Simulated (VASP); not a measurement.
# Se (Pm-3m) in VASP: further runs, part 2 of 2

VASP 6.6.1.

## Step 3: Single point, LDA (strain -0.015 along x and y, -0.015 along z)

The input, INCAR:

```
ALGO = Normal
EDIFF = 1E-6
ENCUT = 520
ISIF = 2
ISMEAR = 0
LASPH = True
LCHARG = False
LREAL = False
LWAVE = False
NBANDS = 9
NELM = 80
PREC = Accurate
SIGMA = 0.15
```

The input, KPOINTS:

```
k-points
0
Gamma
  16 16 16
```

The input, POSCAR:

```
Se
1.0
    2.7684045747      0.0000000000      0.0000000000
    0.0000000000      2.7684045747      0.0000000000
    0.0000000000      0.0000000000      2.7684045747
Se
1
Direct
    0.0000000000      0.0000000000      0.0000000000
```

Potentials or basis: VASP PAW LDA potentials, release 64 (Se).

On the command line:

```sh
> cat potpaw_LDA.64/Se/POTCAR > POTCAR
> mpirun -np 1 vasp_std > vasp.out
```

OUTCAR:

```text
EDIFF = 1E-6
   ENCUT = 520
   ISIF = 2
   ISMEAR = 0
   LASPH = True
   LREAL = False
   NELM = 80
   PREC = Accurate

 ion  position               nearest neighbor table
   1  0.000  0.000  0.000-

  LATTYP: Found a simple cubic cell.
 ALAT       =     2.7684045747

  Lattice vectors:

 A1 = (   2.7684045747,   0.0000000000,   0.0000000000)
 A2 = (   0.0000000000,   2.7684045747,   0.0000000000)
 A3 = (   0.0000000000,   0.0000000000,   2.7684045747)

[... 464 lines left out ...]
      7      19.1656      0.00000
      8      19.4404      0.00000
      9      20.1218      0.00000

 [... further k-points ...]

------------------------ aborting loop because EDIFF is reached ----------------------------------------

  FORCE on cell =-STRESS in cart. coord.  units (eV):
  Direction    XX          YY          ZZ          XY          YZ          ZX
  --------------------------------------------------------------------------------------
  -------------------------------------------------------------------------------------
  Total        0.0250537      0.0250537      0.0250537     -0.0000000     -0.0000000      0.0000000
  in kB        1.8918775      1.8918775      1.8918775     -0.0000000     -0.0000000      0.0000000
  external PRESSURE =       1.8918775 kB  Pullay stress =       0.0000000 kB

 VOLUME and BASIS-vectors are now :
 -----------------------------------------------------------------------------
  energy-cutoff  :      520.00
  volume of cell :       21.22
      direct lattice vectors                 reciprocal lattice vectors
     2.768404575  0.000000000  0.000000000     0.361218880  0.000000000  0.000000000
     0.000000000  2.768404575  0.000000000     0.000000000  0.361218880  0.000000000
     0.000000000  0.000000000  2.768404575     0.000000000  0.000000000  0.361218880

 POSITION                                       TOTAL-FORCE (eV/Angst)
 -----------------------------------------------------------------------------------
      0.00000      0.00000      0.00000         0.000000      0.000000      0.000000
 -----------------------------------------------------------------------------------
    total drift:                                0.000000      0.000000     -0.000000

  FREE ENERGIE OF THE ION-ELECTRON SYSTEM (eV)
  ---------------------------------------------------
  free  energy   TOTEN  =        -4.0815511155 eV

  energy  without entropy=       -4.0762846110  energy(sigma->0) =       -4.07891786
```

OSZICAR:

```text
N       E                     dE             d eps       ncg     rms          rms(c)
DAV:   1     0.923536920628E+01    0.92354E+01   -0.28197E+03  2994   0.564E+02
DAV:   2    -0.377265060727E+01   -0.13008E+02   -0.12298E+02  3953   0.768E+01
DAV:   3    -0.408289630306E+01   -0.31025E+00   -0.30752E+00  3519   0.111E+01
DAV:   4    -0.408354120187E+01   -0.64490E-03   -0.64486E-03  4149   0.585E-01
DAV:   5    -0.408354191606E+01   -0.71419E-06   -0.71398E-06  3534   0.151E-02    0.441E+00
DAV:   6    -0.408229209527E+01    0.12498E-02   -0.26057E-04  3790   0.114E-01    0.264E+00
DAV:   7    -0.408154885896E+01    0.74324E-03   -0.58565E-04  3263   0.173E-01    0.362E-02
DAV:   8    -0.408155035032E+01   -0.14914E-05   -0.15980E-05  3538   0.235E-02    0.948E-03
DAV:   9    -0.408155111553E+01   -0.76521E-06   -0.95922E-07  3199   0.563E-03
   1 F= -.40815511E+01 E0= -.40789179E+01  d E =-.526650E-02
```

stdout:

```text
POSCAR found type information on POSCAR Se
 POSCAR found :  1 types and       1 ions
 scaLAPACK will be used
 LDA part: xc-table for (Slater(with rela. corr.)+CA(PZ))
 , standard interpolation
 POSCAR, INCAR and KPOINTS ok, starting setup
 FFT: planning ... GRIDC
 FFT: planning ... GRID_SOFT
 FFT: planning ... GRID
 WAVECAR not read
 entering main loop
```

Wall time 10 s (1 thread of AMD EPYC 9R45 (Zen 5), shared host); peak memory 0.12 GiB.

What came out:

```yaml
Free_energy: -4.0816 eV
Pressure: 0.2 GPa
Band_gap_on_the_k_mesh: zero (bands 3 and 4 overlap by 6.60 eV)
```

Caveat: the cell differs from its parent crystal (strain -0.015 along x and y, -0.015 along z).

## Step 4: Single point, LDA (strain +0.030 along x and y, +0.030 along z)

The input, INCAR:

```
SYSTEM = Se
  PREC = Accurate
  ENCUT = 520
  EDIFF = 1E-6
  ISMEAR = 0
  SIGMA = 0.15
  LREAL = .False.
  LASPH = .True.
  NELM = 60
  ALGO = Normal
  ISIF = 2
  LWAVE = .False.
  LCHARG = .False.
  NBANDS = 9
```

The input, KPOINTS:

```
Automatic mesh
0
Gamma
  16 16 16
  0 0 0
```

The input, POSCAR:

```
Se
1.0
    2.8948799106      0.0000000000      0.0000000000
    0.0000000000      2.8948799106      0.0000000000
    0.0000000000      0.0000000000      2.8948799106
Se
1
Direct
    0.0000000000      0.0000000000      0.0000000000
```

Potentials or basis: VASP PAW LDA potentials, release 64 (Se).

On the command line:

```sh
> cat potpaw_LDA.64/Se/POTCAR > POTCAR
> mpirun -np 1 vasp_std > vasp.out
```

OUTCAR:

```text
SYSTEM = Se
   PREC = Accurate
   ENCUT = 520
   EDIFF = 1E-6
   ISMEAR = 0
   LREAL = .False.
   LASPH = .True.
   NELM = 60
   ISIF = 2

 ion  position               nearest neighbor table
   1  0.000  0.000  0.000-

  LATTYP: Found a simple cubic cell.
 ALAT       =     2.8948799106

  Lattice vectors:

 A1 = (   2.8948799106,   0.0000000000,   0.0000000000)
 A2 = (   0.0000000000,   2.8948799106,   0.0000000000)
 A3 = (   0.0000000000,   0.0000000000,   2.8948799106)

Analysis of symmetry for initial positions (statically):
=====================================================================
 Subroutine PRICEL returns:
 Original cell was already a primitive cell.

 Routine SETGRP: Setting up the symmetry group for a
 simple cubic supercell.

 Subroutine GETGRP returns: Found 48 space group operations
 (whereof 48 operations were pure point group operations)
 out of a pool of 48 trial point group operations.

The static configuration has the point symmetry O_h .

Analysis of symmetry for dynamics (positions and initial velocities):
[... 163 lines left out ...]
 Fermi energy:         3.8040671239

 k-point     1 :       0.0000    0.0000    0.0000
  band No.  band energies     occupation
      1     -11.5645      2.00000
      2       5.1424      0.00000
      3       5.1424      0.00000
      4       5.1424      0.00000
      5      11.1272      0.00000
      6      11.7885      0.00000
      7      11.7885      0.00000
      8      25.3872      0.00000
      9      25.3872      0.00000
[... 265 lines left out ...]
 k-point    24 :       0.5000    0.1250    0.0000
  band No.  band energies     occupation
      1      -9.5518      2.00000
      2      -2.2739      2.00000
      3       4.8440      0.00000
      4       6.5249      0.00000
      5      13.2700      0.00000
      6      14.4555      0.00000
      7      16.4345      0.00000
      8      17.4530      0.00000
      9      17.9947      0.00000

 [... further k-points ...]

------------------------ aborting loop because EDIFF is reached ----------------------------------------

  FORCE on cell =-STRESS in cart. coord.  units (eV):
  Direction    XX          YY          ZZ          XY          YZ          ZX
  --------------------------------------------------------------------------------------
  -------------------------------------------------------------------------------------
  Total       -1.2709194     -1.2709194     -1.2709194      0.0000000      0.0000000      0.0000000
  in kB      -83.9338105    -83.9338105    -83.9338105      0.0000000      0.0000000      0.0000000
  external PRESSURE =     -83.9338105 kB  Pullay stress =       0.0000000 kB

 VOLUME and BASIS-vectors are now :
 -----------------------------------------------------------------------------
  energy-cutoff  :      520.00
  volume of cell :       24.26
      direct lattice vectors                 reciprocal lattice vectors
     2.894879911  0.000000000  0.000000000     0.345437473  0.000000000  0.000000000
     0.000000000  2.894879911  0.000000000     0.000000000  0.345437473  0.000000000
     0.000000000  0.000000000  2.894879911     0.000000000  0.000000000  0.345437473

 POSITION                                       TOTAL-FORCE (eV/Angst)
 -----------------------------------------------------------------------------------
      0.00000      0.00000      0.00000         0.000000      0.000000      0.000000
 -----------------------------------------------------------------------------------
    total drift:                               -0.000000      0.000000     -0.000000

  FREE ENERGIE OF THE ION-ELECTRON SYSTEM (eV)
  ---------------------------------------------------
  free  energy   TOTEN  =        -3.9933606430 eV

  energy  without entropy=       -3.9870880622  energy(sigma->0) =       -3.99022435
```

It took 11 s on 1 thread of AMD EPYC 9R45 (Zen 5), shared host; peak memory 0.12 GiB.

What came out:

```
Free energy            : -3.9934 eV
Pressure               : -8.4 GPa
Band gap on the k mesh : zero (bands 3 and 4 overlap by 5.54 eV)
```

Caveat: the cell differs from its parent crystal (strain +0.030 along x and y, +0.030 along z); the cell stands under tension.

## Step 5: Overview

```csv
cell,gap on the mesh (eV),pressure (GPa)
"a = 2.726 Å, 1 atom",none,4.6
"a = 2.768 Å, 1 atom",none,0.2
"a = 2.895 Å, 1 atom",none,-8.4
```

Alike in all rows: task single point; level LDA; potentials or basis VASP PAW LDA potentials, release 64 (Se); no spin polarisation; k mesh 16 × 16 × 16; cutoff (eV) 520; smearing gaussian 0.15 eV.

Caveats: the cell stands under pressure (at least some runs); the cell stands under tension (at least some runs).

Absolute energies hang on the potentials; compare differences alone.
